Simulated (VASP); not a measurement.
# La (P6_3/mmc) in VASP: notebook

La is run at these levels: PBEsol; tasks: single point.

Everything below comes from runs of VASP 6.6.1. Logs are shortened: lines on timing, memory, paths and dates and some standing lists are left out, and cuts for length are marked.

## Step 1: The cell of the first run

The structure is hexagonal, space group P6_3/mmc (No. 194). Conventional cell: a = 3.588 Å, b = 3.588 Å, c = 12.554 Å, α = 90.00°, β = 90.00°, γ = 120.00°. La (site symmetry -3m) has 12 La at 3.59 to 3.76 Å within 4.7 Å. La (site symmetry -6m2) has 12 La at 3.59 to 3.76 Å within 4.7 Å.

## Step 2: Single point, PBEsol

INCAR reads:

```
PREC = Accurate
ENCUT = 520
EDIFF = 1E-6
ISMEAR = 0
SIGMA = 0.15
LREAL = F
LASPH = T
NELM = 100
ALGO = Fast
ISIF = 2
LWAVE = F
LCHARG = F
GGA = PS
NBANDS = 30
```

KPOINTS reads:

```
Automatic mesh
0
Gamma
  12 12 4
```

POSCAR reads:

```
La
1.0
    3.5880000000      0.0000000000      0.0000000000
   -1.7940000000      3.1072991488      0.0000000000
    0.0000000000      0.0000000000     12.5540000000
La
4
Direct
    0.0000000000      0.0000000000      0.0000000000
    0.0000000000      0.0000000000      0.5000000000
    0.3333333333      0.6666666667      0.2500000000
    0.6666666667      0.3333333333      0.7500000000
```

Potentials or basis: VASP PAW PBE potentials, release 64 (La).

Command:

```console
$ cat potpaw_PBE.64/La/POTCAR > POTCAR
$ mpirun -np 1 vasp_std > vasp.out
```

OUTCAR:

```text
PREC = Accurate
   ENCUT = 520
   EDIFF = 1E-6
   ISMEAR = 0
   LREAL = F
   LASPH = T
   NELM = 100
   ISIF = 2
   GGA = PS

 ion  position               nearest neighbor table
   1  0.000  0.000  0.000-
   2  0.000  0.000  0.500-
   3  0.333  0.667  0.250-
   4  0.667  0.333  0.750-

  LATTYP: Found a hexagonal cell.
 ALAT       =     3.5880000000
 C/A-ratio  =     3.4988851728

  Lattice vectors:

 A1 = (   3.5880000000,   0.0000000000,   0.0000000000)
 A2 = (  -1.7940000000,   3.1072991488,   0.0000000000)
 A3 = (   0.0000000000,   0.0000000000,  12.5540000000)

Analysis of symmetry for initial positions (statically):
=====================================================================
 Subroutine PRICEL returns:
 Original cell was already a primitive cell.

 Routine SETGRP: Setting up the symmetry group for a
 hexagonal supercell.

 Subroutine GETGRP returns: Found 24 space group operations
 (whereof 12 operations were pure point group operations)
 out of a pool of 24 trial point group operations.

The static configuration has the point symmetry D_3d.
 The point group associated with its full space group is D_6h.

Analysis of symmetry for dynamics (positions and initial velocities):
=====================================================================
 Subroutine PRICEL returns:
 Original cell was already a primitive cell.

 Routine SETGRP: Setting up the symmetry group for a
 hexagonal supercell.

 Subroutine GETGRP returns: Found 24 space group operations
 (whereof 12 operations were pure point group operations)
 out of a pool of 24 trial point group operations.

The dynamic configuration has the point symmetry D_3d.
 The point group associated with its full space group is D_6h.

 Subroutine INISYM returns: Found 24 space group operations
 (whereof 12 operations are pure point group operations),
 and found     1 'primitive' translations

----------------------------------------------------------------------------------------

                                     Primitive cell

  volume of cell :     139.9644

  direct lattice vectors                    reciprocal lattice vectors
     3.588000000  0.000000000  0.000000000     0.278706800  0.160911446  0.000000000
    -1.794000000  3.107299149  0.000000000     0.000000000  0.321822893  0.000000000
     0.000000000  0.000000000 12.554000000     0.000000000  0.000000000  0.079655887

  length of vectors
     3.588000000  3.588000000 12.554000000     0.321822893  0.321822893  0.079655887

  position of ions in fractional coordinates (direct lattice)
     0.000000000  0.000000000  0.000000000
     0.000000000  0.000000000  0.500000000
     0.333333333  0.666666667  0.250000000
     0.666666667  0.333333333  0.750000000

  ion indices of the primitive-cell ions
   primitive index   ion index
                 1           1
                 2           2
                 3           3
                 4           4

----------------------------------------------------------------------------------------

 KPOINTS: Automatic mesh

Automatic generation of k-mesh.
 Grid dimensions read from file:
 generate k-points for:   12   12    4

 Generating k-lattice:

  Cartesian coordinates                     Fractional coordinates (reciprocal lattice)
     0.023225567  0.013409287  0.000000000     0.083333333  0.000000000  0.000000000
     0.000000000  0.026818574  0.000000000     0.000000000  0.083333333  0.000000000
     0.000000000  0.000000000  0.019913972     0.000000000  0.000000000  0.250000000

  Length of vectors
     0.026818574  0.026818574  0.019913972

  Shift w.r.t. Gamma in fractional coordinates (k-lattice)
     0.000000000  0.000000000  0.000000000

 Subroutine IBZKPT returns following result:
 ===========================================

 Found     57 irreducible k-points:

 Following reciprocal coordinates:
            Coordinates               Weight
  0.000000  0.000000  0.000000      1.000000
  0.083333 -0.000000  0.000000      6.000000
  0.166667  0.000000  0.000000      6.000000
  0.250000  0.000000  0.000000      6.000000
  0.333333  0.000000  0.000000      6.000000
  0.416667  0.000000  0.000000      6.000000
[... 16 lines left out ...]
  0.250000  0.000000  0.250000     12.000000
  0.333333  0.000000  0.250000     12.000000
 [... further k-points ...]
   k-points           NKPTS =     57   k-points in BZ     NKDIM =     57   number of bands    NBANDS=     30
   number of dos      NEDOS =    301   number of ions     NIONS =      4
   total plane-waves  NPLWV =  75264
   dimension x,y,z NGX =    28 NGY =   28 NGZ =   96
   dimension x,y,z NGXF=    56 NGYF=   56 NGZF=  192
   ions per type =               4
   NGX,Y,Z   is equivalent  to a cutoff of  12.97, 12.97, 12.71 a.u.
   NGXF,Y,Z  is equivalent  to a cutoff of  25.95, 25.95, 25.43 a.u.
 SYSTEM =  unknown system
   PREC   = accura    normal or accurate (medium, high low for compatibility)
   ISTART =      0    job   : 0-new  1-cont  2-samecut
   ICHARG =      2    charge: 1-file 2-atom 10-const
   ISPIN  =      1    spin polarized calculation?
   LNONCOLLINEAR =      F non collinear calculations
   LSORBIT =      F    spin-orbit coupling
   LASPH  =      T    aspherical Exc in radial PAW
   ENCUT  =  520.0 eV  38.22 Ry    6.18 a.u.   6.67  6.67 23.34*2*pi/ulx,y,z
   NELM   =    100;   NELMIN=  2; NELMDL= -5     # of ELM steps
   EDIFF  = 0.1E-05   stopping-criterion for ELM
   LREAL  =      F    real-space projection
[... 7 lines left out ...]
   TEBEG  =    0.0;   TEEND  =   0.0 temperature during run
   PSTRESS=    0.0 pullay stress
   NELECT =      44.0000    total number of electrons
   NUPDOWN=      -1.0000    fix difference up-down
   EMIN   =  10.00;   EMAX   =-10.00  energy-range for DOS
   EFERMI =   0.00;   METHOD = LEGACY
   ISMEAR =     0;   SIGMA  =   0.15  broadening in eV -4-tet -1-fermi 0-gaus
   EFERMI_NEDOS =   21; number of points for ismear=-14 and -15
   IALGO  =     68    algorithm
   IMIX   =      4    mixing-type and parameters
     AMIX     =   0.40;   BMIX     =  1.00
     AMIX_MAG =   1.60;   BMIX_MAG =  1.00
  volume/ion in A,a.u.               =      34.99       236.13
  Fermi-wavevector in a.u.,A,eV,Ry     =   1.113149  2.103546 16.858979  1.239100
  Thomas-Fermi vector in A             =   2.249730
   LORBIT       =      0    0 simple, 1 ext, 2 COOP (PROOUT), +10 PAW based schemes
   GGA     = PS    functional components
   LHFCALC =     F    Hartree Fock is set to
   AEXX    =    0.0000 exact exchange contribution
   IVDW    =     0    specifies the selected vdW correction
   LEPSILON=     F    determine dielectric tensor
   LRPA    =     F    only Hartree local field effects (RPA)
 non-spin polarized calculation
 RMM-DIIS sequential band-by-band and
 Gauss-broadening in eV      SIGMA  =   0.15
  energy-cutoff  :      520.00
  volume of cell :      139.96
 maximum number of plane-waves:      3804
 NGX is ok and might be reduce to    28
   NGX = 13   NGY = 13   NGZ = 47

 number of electron      44.0000002 magnetization

 Free energy of the ion-electron system (eV)
  ---------------------------------------------------
  ext. energy  EPLUGINS =         0.00000000
  ---------------------------------------------------
  free energy    TOTEN  =       -21.30776053 eV

  energy without entropy =      -21.22959006  energy(sigma->0) =      -21.26867529

 E-fermi :   8.3163     XC(G=0):  -9.9271

 val. band max:        8.3080791540   @ k =   0.1667   0.0833   0.2500
 cond. band min:       8.3203899230   @ k =   0.1667   0.0000   0.2500
 fundamental gap:      0.0123107690
 Fermi energy:         8.3162560056

 k-point     1 :       0.0000    0.0000    0.0000
  band No.  band energies     occupation
      1     -24.4706      2.00000
      2     -24.3794      2.00000
      3     -24.3751      2.00000
      4     -24.2809      2.00000
      5      -8.8376      2.00000
      6      -8.1655      2.00000
[... 22 lines left out ...]
     29       9.9838      0.00000
     30      10.0039      0.00000

 k-point     2 :       0.0833   -0.0000    0.0000
  band No.  band energies     occupation
      1     -24.4541      2.00000
      2     -24.3655      2.00000
      3     -24.3612      2.00000
      4     -24.2698      2.00000
      5      -8.8023      2.00000
      6      -8.1609      2.00000
[... 22 lines left out ...]
     29       9.9261      0.00000
     30      10.1838      0.00000

 k-point     3 :       0.1667    0.0000    0.0000
  band No.  band energies     occupation
      1     -24.4081      2.00000
      2     -24.3272      2.00000
      3     -24.3228      2.00000
      4     -24.2395      2.00000
      5      -8.7015      2.00000
      6      -8.1731      2.00000
[... 22 lines left out ...]
     29       9.9000      0.00000
     30      10.1663      0.00000

 k-point     4 :       0.2500    0.0000    0.0000
  band No.  band energies     occupation
      1     -24.3427      2.00000
      2     -24.2740      2.00000
      3     -24.2696      2.00000
      4     -24.1993      2.00000
      5      -8.5545      2.00000
      6      -8.3301      2.00000
[... 22 lines left out ...]
     29      10.0521      0.00000
     30      10.0901      0.00000

 k-point     5 :       0.3333    0.0000    0.0000
  band No.  band energies     occupation
      1     -24.2729      2.00000
      2     -24.2199      2.00000
      3     -24.2155      2.00000
      4     -24.1616      2.00000
      5      -8.6308      2.00000
      6      -8.6094      2.00000
[... 22 lines left out ...]
     29      10.0830      0.00000
     30      10.3180      0.00000
[... 526 lines left out ...]
     29       9.9343      0.00000
     30      10.2345      0.00000

 k-point    22 :       0.1667    0.0000    0.2500
  band No.  band energies     occupation
      1     -24.4019      2.00000
      2     -24.3572      2.00000
      3     -24.2925      2.00000
      4     -24.2461      2.00000
      5      -8.6625      2.00000
      6      -8.3789      2.00000
[... 22 lines left out ...]
     29       9.9805      0.00000
     30      10.1313      0.00000

 k-point    23 :       0.2500    0.0000    0.2500
  band No.  band energies     occupation
      1     -24.3374      2.00000
      2     -24.2992      2.00000
      3     -24.2442      2.00000
      4     -24.2049      2.00000
      5      -8.5363      2.00000
      6      -8.4062      2.00000
[... 22 lines left out ...]
     29      10.0727      0.00000
     30      10.1601      0.00000

 k-point    24 :       0.3333    0.0000    0.2500
  band No.  band energies     occupation
      1     -24.2687      2.00000
      2     -24.2390      2.00000
      3     -24.1963      2.00000
      4     -24.1659      2.00000
      5      -8.6346      2.00000
      6      -8.5771      2.00000
[... 22 lines left out ...]
     29      10.1709      0.00000
     30      10.2644      0.00000

 [... further k-points ...]

------------------------ aborting loop because EDIFF is reached ----------------------------------------

  FORCE on cell =-STRESS in cart. coord.  units (eV):
  Direction    XX          YY          ZZ          XY          YZ          ZX
  --------------------------------------------------------------------------------------
  -------------------------------------------------------------------------------------
  Total        0.7584619      0.7584619     -2.7821734      0.0000000      0.0000000      0.0000000
  in kB        8.6821392      8.6821392    -31.8476329      0.0000000      0.0000000      0.0000000
  external PRESSURE =      -4.8277848 kB  Pullay stress =       0.0000000 kB

 VOLUME and BASIS-vectors are now :
 -----------------------------------------------------------------------------
  energy-cutoff  :      520.00
  volume of cell :      139.96
      direct lattice vectors                 reciprocal lattice vectors
     3.588000000  0.000000000  0.000000000     0.278706800  0.160911446  0.000000000
    -1.794000000  3.107299149  0.000000000     0.000000000  0.321822893  0.000000000
     0.000000000  0.000000000 12.554000000     0.000000000  0.000000000  0.079655887

 POSITION                                       TOTAL-FORCE (eV/Angst)
 -----------------------------------------------------------------------------------
      0.00000      0.00000      0.00000         0.000000      0.000000      0.000000
      0.00000      0.00000      6.27700        -0.000000      0.000000      0.000000
     -0.00000      2.07153      3.13850         0.000000      0.000000     -0.000000
      1.79400      1.03577      9.41550         0.000000     -0.000000      0.000000
 -----------------------------------------------------------------------------------
    total drift:                                0.000000     -0.000000      0.000000

  FREE ENERGIE OF THE ION-ELECTRON SYSTEM (eV)
  ---------------------------------------------------
  free  energy   TOTEN  =       -21.3077605253 eV

  energy  without entropy=      -21.2295900626  energy(sigma->0) =      -21.26867529
```

Wall time 13 min (1 thread of Intel Xeon 6975P-C (Granite Rapids), shared host); peak memory 0.4 GiB.

Results:

```yaml
Free_energy: -21.3078 eV
Pressure: -0.5 GPa
Band_gap_on_the_k_mesh: zero (band 22 reaches 9.04 eV, above the bottom of band 23 at 7.86 eV)
```

Caveat: the PAW data sets were made with another functional, which shifts forces and pressure a little; spin-orbit coupling is left out, which moves the levels of the heavy elements.

## Step 3: Single point, PBEsol

This run uses another cell than the first one, of 35.08 Å³/atom, 1.003 times its volume.

INCAR reads:

```
SYSTEM = La
  ALGO = Fast
  EDIFF = 1E-6
  ENCUT = 520
  GGA = PS
  ISIF = 2
  ISMEAR = 0
  LASPH = .TRUE.
  LCHARG = .FALSE.
  LREAL = .FALSE.
  LWAVE = .FALSE.
  NBANDS = 30
  NELM = 80
  PREC = Accurate
  SIGMA = 0.15
```

KPOINTS reads:

```
k-points
0
G
  12 12 4
  0 0 0
```

POSCAR reads:

```
La
1.0
    3.5148000000      0.0000000000      0.0000000000
   -1.7574000000      3.0439060892      0.0000000000
    0.0000000000      0.0000000000     13.1161000000
La
4
Direct
    0.0000000000      0.0000000000      0.0000000000
    0.0000000000      0.0000000000      0.5000000000
    0.3333333333      0.6666666667      0.2500000000
    0.6666666667      0.3333333333      0.7500000000
```

Potentials or basis: VASP PAW PBE potentials, release 64 (La).

Command:

```console
$ cat potpaw_PBE.64/La/POTCAR > POTCAR
$ mpirun -np 1 vasp_std > vasp.out
```

It took 13 min on 1 thread of Intel Xeon 6975P-C (Granite Rapids), shared host; peak memory 0.41 GiB.

The run converged. Its results:

```
Free energy            : -21.1205 eV
Pressure               : -0.5 GPa
Band gap on the k mesh : zero (band 22 reaches 8.72 eV, above the bottom of band 23 at 7.66 eV)
```

Stress tensor (GPa, compression positive):
```
 1.43  0.00  0.00
 0.00  1.43  0.00
 0.00  0.00 -4.21
```

Levels at points of the mesh, in eV from the Fermi level:
```csv
k point,band 19,band 20,band 21,band 22,band 23,band 24,band 25,band 26
"(0.00, 0.00, 0.00)",-1.96,-1.70,0.29,0.33,0.41,1.35,1.37,1.49
"(0.50, 0.00, 0.00)",-1.66,-1.40,-1.13,-0.66,-0.60,0.11,1.11,1.53
"(0.00, 0.00, 0.50)",-1.70,-1.70,0.25,0.25,1.14,1.14,1.45,1.45
"(0.50, 0.00, 0.50)",-1.57,-1.57,-1.31,-1.31,0.03,0.03,1.35,1.35
```

Caveat: the PAW data sets were made with another functional, which shifts forces and pressure a little; spin-orbit coupling is left out, which moves the levels of the heavy elements.
